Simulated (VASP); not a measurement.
# W (P4/nmm) in VASP: further runs

The runs below take W through single point, with r2SCAN.

All numbers are computed with VASP 6.6.1; they aren't measurements. Logs are shortened: lines on timing, memory, paths and dates and some standing lists are left out, and cuts for length are marked.

**1. The cell of the first run**

Symmetry: P4/nmm, No. 129, tetragonal system. Conventional cell: a = 2.871 Å, b = 2.871 Å, c = 4.060 Å, α = 90.00°, β = 90.00°, γ = 90.00°. W (site symmetry 4mm) has 12 W at 2.60 to 3.17 Å within 3.4 Å.

**2. Single point, r2SCAN (atoms displaced along a vibrational mode)**

Contents of POSCAR:

```
W
1.0
    0.0000000000     -2.0300000000     -2.0300000000
    0.0000000000      2.0300000000     -2.0300000000
    4.0600000000      0.0000000000      0.0000000000
W
2
Direct
    0.5000000000      0.5000000000      0.4507389163
    0.0000000000      0.0000000000      0.0492610837
```

Contents of INCAR.step1:

```
SYSTEM = W
PREC     = Accurate       ! precision mode
ENCUT    = 550            ! plane-wave cutoff, eV
ISMEAR   = 0              ! smearing method
SIGMA    = 0.15           ! smearing width, eV
LREAL    = .False.        ! projectors in reciprocal space
LASPH    = .True.         ! aspherical terms in the spheres
NELM     = 120            ! most SCF steps
NBANDS   = 21             ! bands
GGA      = PE             ! functional
ALGO     = Normal         ! electronic algorithm
EDIFF    = 1E-5           ! SCF threshold, eV
LWAVE    = .True.         ! write WAVECAR
LCHARG   = .False.        ! write CHGCAR
GGA_COMPAT= .False.
```

Contents of INCAR.step2:

```
SYSTEM = W
PREC     = Accurate       ! precision mode
ENCUT    = 550            ! plane-wave cutoff, eV
EDIFF    = 1E-6           ! SCF threshold, eV
ISMEAR   = 0              ! smearing method
SIGMA    = 0.15           ! smearing width, eV
LREAL    = .False.        ! projectors in reciprocal space
LASPH    = .True.         ! aspherical terms in the spheres
NELM     = 120            ! most SCF steps
ALGO     = Normal         ! electronic algorithm
ISIF     = 2              ! what is computed and relaxed
LWAVE    = .False.        ! write WAVECAR
LCHARG   = .False.        ! write CHGCAR
METAGGA  = R2SCAN         ! meta-GGA
LMIXTAU  = .True.       
NBANDS   = 21             ! bands
ISTART   = 1            
GGA_COMPAT= .False.
```

Contents of KPOINTS:

```
Automatic mesh
0
Gamma
  16 16 12
  0 0 0
```

Potentials or basis: VASP PAW PBE potentials, release 64 (W_sv).

Started as:

```sh
$ cat potpaw_PBE.64/W_sv/POTCAR > POTCAR
$ cp INCAR.step1 INCAR
$ mpirun -np 1 vasp_std > vasp.out
$ cp INCAR.step2 INCAR
$ mpirun -np 1 vasp_std > vasp.out
```

OUTCAR:

```text
SYSTEM = W
   PREC = Accurate
   ENCUT = 550
   EDIFF = 1E-6
   ISMEAR = 0
   LREAL = .False.
   LASPH = .True.
   NELM = 120
   ISIF = 2
   METAGGA = R2SCAN
   ISTART = 1

 ion  position               nearest neighbor table
   1  0.500  0.500  0.451-   2 2.60   2 2.60   2 2.60   2 2.60   2 3.17   2 3.17   2 3.17   2 3.17

   2  0.000  0.000  0.049-   1 2.60   1 2.60   1 2.60   1 2.60   1 3.17   1 3.17   1 3.17   1 3.17

  LATTYP: Found a simple tetragonal cell.
 ALAT       =     2.8708535316
 C/A-ratio  =     1.4142135624

  Lattice vectors:

 A1 = (   0.0000000000,  -2.0300000000,  -2.0300000000)
 A2 = (   0.0000000000,   2.0300000000,  -2.0300000000)
 A3 = (   4.0600000000,   0.0000000000,   0.0000000000)

Analysis of symmetry for initial positions (statically):
=====================================================================
 Subroutine PRICEL returns:
 Original cell was already a primitive cell.

 Routine SETGRP: Setting up the symmetry group for a
 simple tetragonal supercell.

 Subroutine GETGRP returns: Found 16 space group operations
 (whereof  8 operations were pure point group operations)
 out of a pool of 16 trial point group operations.

The static configuration has the point symmetry C_4v.
 The point group associated with its full space group is D_4h.

Analysis of symmetry for dynamics (positions and initial velocities):
=====================================================================
 Subroutine PRICEL returns:
 Original cell was already a primitive cell.

 Routine SETGRP: Setting up the symmetry group for a
 simple tetragonal supercell.

 Subroutine GETGRP returns: Found 16 space group operations
 (whereof  8 operations were pure point group operations)
 out of a pool of 16 trial point group operations.

The dynamic configuration has the point symmetry C_4v.
 The point group associated with its full space group is D_4h.

 Subroutine INISYM returns: Found 16 space group operations
 (whereof  8 operations are pure point group operations),
 and found     1 'primitive' translations

----------------------------------------------------------------------------------------

                                     Primitive cell

  volume of cell :      33.4617

  direct lattice vectors                    reciprocal lattice vectors
     0.000000000 -2.030000000 -2.030000000     0.000000000 -0.246305419 -0.246305419
     0.000000000  2.030000000 -2.030000000     0.000000000  0.246305419 -0.246305419
     4.060000000  0.000000000  0.000000000     0.246305419  0.000000000  0.000000000

  length of vectors
     2.870853532  2.870853532  4.060000000     0.348328464  0.348328464  0.246305419

  position of ions in fractional coordinates (direct lattice)
     0.500000000  0.500000000  0.450738916
     0.000000000  0.000000000  0.049261084

  ion indices of the primitive-cell ions
   primitive index   ion index
                 1           1
                 2           2

----------------------------------------------------------------------------------------

 KPOINTS: Automatic mesh

Automatic generation of k-mesh.
 Grid dimensions read from file:
 generate k-points for:   16   16   12

 Generating k-lattice:

  Cartesian coordinates                     Fractional coordinates (reciprocal lattice)
     0.000000000 -0.015394089 -0.015394089     0.062500000  0.000000000  0.000000000
     0.000000000  0.015394089 -0.015394089     0.000000000  0.062500000  0.000000000
     0.020525452  0.000000000  0.000000000     0.000000000  0.000000000  0.083333333

  Length of vectors
     0.021770529  0.021770529  0.020525452

  Shift w.r.t. Gamma in fractional coordinates (k-lattice)
     0.000000000  0.000000000  0.000000000

 Subroutine IBZKPT returns following result:
 ===========================================

 Found    315 irreducible k-points:

 Following reciprocal coordinates:
            Coordinates               Weight
  0.000000  0.000000  0.000000      1.000000
  0.062500  0.000000  0.000000      4.000000
  0.125000  0.000000  0.000000      4.000000
  0.187500  0.000000  0.000000      4.000000
  0.250000  0.000000  0.000000      4.000000
  0.312500  0.000000  0.000000      4.000000
[... 16 lines left out ...]
  0.437500  0.125000  0.000000      8.000000
  0.500000  0.125000  0.000000      4.000000
 [... further k-points ...]
   k-points           NKPTS =    315   k-points in BZ     NKDIM =    315   number of bands    NBANDS=     21
   number of dos      NEDOS =    301   number of ions     NIONS =      2
   total plane-waves  NPLWV =  18432
   dimension x,y,z NGX =    24 NGY =   24 NGZ =   32
   dimension x,y,z NGXF=    48 NGYF=   48 NGZF=   64
   ions per type =               2
   NGX,Y,Z   is equivalent  to a cutoff of  13.90, 13.90, 13.10 a.u.
   NGXF,Y,Z  is equivalent  to a cutoff of  27.80, 27.80, 26.21 a.u.
 SYSTEM =  W
   PREC   = accura    normal or accurate (medium, high low for compatibility)
   ISTART =      1    job   : 0-new  1-cont  2-samecut
   ICHARG =      0    charge: 1-file 2-atom 10-const
   ISPIN  =      1    spin polarized calculation?
   LNONCOLLINEAR =      F non collinear calculations
   LSORBIT =      F    spin-orbit coupling
   LASPH  =      T    aspherical Exc in radial PAW
   ENCUT  =  550.0 eV  40.42 Ry    6.36 a.u.   5.49  5.49  7.76*2*pi/ulx,y,z
   NELM   =    120;   NELMIN=  2; NELMDL=  0     # of ELM steps
   EDIFF  = 0.1E-05   stopping-criterion for ELM
   LREAL  =      F    real-space projection
   EDIFFG = 0.1E-04   stopping-criterion for IOM
   NSW    =      0    number of steps for IOM
   IBRION =     -1    ionic relax: 0-MD 1-quasi-New 2-CG
   NFREE  =      0    steps in history (QN), initial steepest desc. (CG)
   ISIF   =      2    stress and relaxation
   ISYM   =      2    0-nonsym 1-usesym 2-fastsym
   POTIM  = 0.5000    time-step for ionic-motion
   TEBEG  =    0.0;   TEEND  =   0.0 temperature during run
   PSTRESS=    0.0 pullay stress
   NELECT =      28.0000    total number of electrons
   NUPDOWN=      -1.0000    fix difference up-down
   EMIN   =  10.00;   EMAX   =-10.00  energy-range for DOS
   EFERMI =   0.00;   METHOD = LEGACY
   ISMEAR =     0;   SIGMA  =   0.15  broadening in eV -4-tet -1-fermi 0-gaus
   EFERMI_NEDOS =   21; number of points for ismear=-14 and -15
   IALGO  =     38    algorithm
   IMIX   =      4    mixing-type and parameters
     AMIX     =   0.40;   BMIX     =  1.00
     AMIX_MAG =   1.60;   BMIX_MAG =  1.00
  volume/ion in A,a.u.               =      16.73       112.91
  Fermi-wavevector in a.u.,A,eV,Ry     =   1.542688  2.915258 32.380324  2.379887
  Thomas-Fermi vector in A             =   2.648457
   LORBIT       =      0    0 simple, 1 ext, 2 COOP (PROOUT), +10 PAW based schemes
   METAGGA = R2SCAN    functional components
   LHFCALC =     F    Hartree Fock is set to
   AEXX    =    0.0000 exact exchange contribution
   IVDW    =     0    specifies the selected vdW correction
   LEPSILON=     F    determine dielectric tensor
   LRPA    =     F    only Hartree local field effects (RPA)
 non-spin polarized calculation
 Gauss-broadening in eV      SIGMA  =   0.15
  energy-cutoff  :      550.00
  volume of cell :       33.46
 maximum number of plane-waves:      1008
 NGX is ok and might be reduce to    24
   NGX = 11   NGY = 11   NGZ = 15

 number of electron      27.9999996 magnetization

 Free energy of the ion-electron system (eV)
  ---------------------------------------------------
  ext. energy  EPLUGINS =         0.00000000
  ---------------------------------------------------
  free energy    TOTEN  =      -100.71476111 eV

  energy without entropy =     -100.69654973  energy(sigma->0) =     -100.70565542

 E-fermi :  10.0502     XC(G=0): -14.4913

 val. band max:       10.0489053050   @ k =   0.3125   0.0625   0.2500
 cond. band min:      10.0514136892   @ k =   0.4375   0.1250   0.2500
 fundamental gap:      0.0025083842
 Fermi energy:        10.0502160309

 k-point     1 :       0.0000    0.0000    0.0000
  band No.  band energies     occupation
      1     -65.4971      2.00000
      2     -65.2293      2.00000
      3     -29.6013      2.00000
      4     -29.0334      2.00000
      5     -29.0334      2.00000
      6     -28.4117      2.00000
[... 13 lines left out ...]
     20      15.9568      0.00000
     21      21.9406      0.00000

 k-point     2 :       0.0625    0.0000    0.0000
  band No.  band energies     occupation
      1     -65.4932      2.00000
      2     -65.2304      2.00000
      3     -29.5953      2.00000
      4     -29.0651      2.00000
      5     -29.0246      2.00000
      6     -28.4065      2.00000
[... 13 lines left out ...]
     20      16.7036      0.00000
     21      21.2427      0.00000

 k-point     3 :       0.1250    0.0000    0.0000
  band No.  band energies     occupation
      1     -65.4816      2.00000
      2     -65.2339      2.00000
      3     -29.5794      2.00000
      4     -29.1494      2.00000
      5     -28.9988      2.00000
      6     -28.4060      2.00000
[... 13 lines left out ...]
     20      17.7554      0.00000
     21      20.0426      0.00000

 k-point     4 :       0.1875    0.0000    0.0000
  band No.  band energies     occupation
      1     -65.4633      2.00000
      2     -65.2402      2.00000
      3     -29.5600      2.00000
      4     -29.2639      2.00000
      5     -28.9574      2.00000
      6     -28.5018      2.00000
[... 13 lines left out ...]
     20      18.8065      0.00000
     21      18.8621      0.00000

 k-point     5 :       0.2500    0.0000    0.0000
  band No.  band energies     occupation
      1     -65.4395      2.00000
      2     -65.2496      2.00000
      3     -29.5481      2.00000
      4     -29.3857      2.00000
      5     -28.9030      2.00000
      6     -28.5973      2.00000
[... 13 lines left out ...]
     20      17.7507      0.00000
     21      19.9198      0.00000
[... 382 lines left out ...]
     20      17.9351      0.00000
     21      21.3209      0.00000

 k-point    22 :       0.3750    0.1250    0.0000
  band No.  band energies     occupation
      1     -65.3735      2.00000
      2     -65.2783      2.00000
      3     -29.5725      2.00000
      4     -29.5660      2.00000
      5     -28.8825      2.00000
      6     -28.7546      2.00000
[... 13 lines left out ...]
     20      17.4018      0.00000
     21      21.8139      0.00000

 k-point    23 :       0.4375    0.1250    0.0000
  band No.  band energies     occupation
      1     -65.3461      2.00000
      2     -65.2975      2.00000
      3     -29.6165      2.00000
      4     -29.6089      2.00000
      5     -28.8211      2.00000
      6     -28.7597      2.00000
[... 13 lines left out ...]
     20      17.1519      0.00000
     21      21.5578      0.00000

 k-point    24 :       0.5000    0.1250    0.0000
  band No.  band energies     occupation
      1     -65.3204      2.00000
      2     -65.3204      2.00000
      3     -29.6288      2.00000
      4     -29.6288      2.00000
      5     -28.7763      2.00000
      6     -28.7763      2.00000
[... 13 lines left out ...]
     20      16.7559      0.00000
     21      21.5041      0.00000

 [... further k-points ...]

------------------------ aborting loop because EDIFF is reached ----------------------------------------

  FORCE on cell =-STRESS in cart. coord.  units (eV):
  Direction    XX          YY          ZZ          XY          YZ          ZX
  --------------------------------------------------------------------------------------
  -------------------------------------------------------------------------------------
  Total       -2.5943874      4.4384351      4.4384351      0.0000000      0.0000000     -0.0000000
  in kB     -124.2216516    212.5163533    212.5163533      0.0000000      0.0000000     -0.0000000
  external PRESSURE =     100.2703516 kB  Pullay stress =       0.0000000 kB

 VOLUME and BASIS-vectors are now :
 -----------------------------------------------------------------------------
  energy-cutoff  :      550.00
  volume of cell :       33.46
      direct lattice vectors                 reciprocal lattice vectors
     0.000000000 -2.030000000 -2.030000000     0.000000000 -0.246305419 -0.246305419
     0.000000000  2.030000000 -2.030000000     0.000000000  0.246305419 -0.246305419
     4.060000000  0.000000000  0.000000000     0.246305419  0.000000000  0.000000000

 POSITION                                       TOTAL-FORCE (eV/Angst)
 -----------------------------------------------------------------------------------
      1.83000      0.00000     -2.03000         3.827956     -0.000000     -0.000000
      0.20000      0.00000      0.00000        -3.827956      0.000000      0.000000
 -----------------------------------------------------------------------------------
    total drift:                               -0.000000     -0.000000      0.000000

  FREE ENERGIE OF THE ION-ELECTRON SYSTEM (eV)
  ---------------------------------------------------
  free  energy   TOTEN  =      -100.7147611130 eV

  energy  without entropy=     -100.6965497273  energy(sigma->0) =     -100.70565542
```

Run time: 2.8 min. Hardware: 1 thread of Intel Xeon 6975P-C (Granite Rapids), shared host; peak memory 0.3 GiB.

What came out:

* Free energy: -100.7148 eV
* Pressure: 10.0 GPa
* Largest force: 3.828 eV/Å
* Band gap on the k mesh: zero (bands 14 and 15 overlap by 3.81 eV)

Forces on the atoms (eV/Å):
```
W    3.828  0.000  0.000
W   -3.828  0.000  0.000
```

Caveat: the cell differs from its parent crystal (atoms displaced along a vibrational mode); the stress differs along the axes, from -12 to 21 GPa; the PAW data sets were made with another functional, which shifts forces and pressure a little; spin-orbit coupling is left out, which moves the levels of the heavy elements.

(Continued in part 2 of 3.)
